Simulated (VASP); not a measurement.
The system is Sb.

```xyz
1
Lattice="-1.8713 1.8713 1.8713 1.8713 -1.8713 1.8713 1.8713 1.8713 -1.8713" Properties=species:S:1:pos:R:3 pbc="T T T"
Sb    0.0000    0.0000    0.0000
```

| Quantity | Value |
| --- | --- |
| Program | VASP 6.6.1 |
| Task | relaxation of cell and atoms |
| Functional | RPBE |
| Dispersion | D3(BJ) |
| Potentials or basis | VASP PAW PBE potentials, release 64 (Sb) |
| Cutoff | 600 eV |
| k mesh | 10 × 10 × 10 |
| Occupations | fermi-dirac, width 0.05 eV |
| Spin | no spin polarisation |

At the start: pressure -21.1 GPa; volume 26.21 Å³/atom.

Problem. How do energy, volume and symmetry change on relaxing?

Solution. Over 5 steps the energy falls by 558.0 meV/atom and the volume is 19.78 Å³/atom (-24.5 %); space group Im-3m (No. 229, to 0.05 Å).

Step by step:
```csv
step,energy change (eV),largest force (eV/Å),pressure (GPa),volume (Å³)
1,0.0000,0.0000,-21.11,26.21
2,0.3071,0.0000,78.04,15.17
3,-0.5553,0.0000,-2.40,20.13
4,-0.5576,0.0000,-0.95,19.92
5,-0.5580,0.0000,0.02,19.78
```

Final structure:
```xyz
1
Lattice="-1.7038 1.7038 1.7038 1.7038 -1.7038 1.7038 1.7038 1.7038 -1.7038" Properties=species:S:1:pos:R:3 pbc="T T T"
Sb    0.0000    0.0000    0.0000
```

Caveat: the volume moved by over 15 % at a fixed basis, so the end points are rough; the PAW data sets were made with another functional, which shifts forces and pressure a little; pairwise dispersion overbinds metals, which lowers pressure and volume.
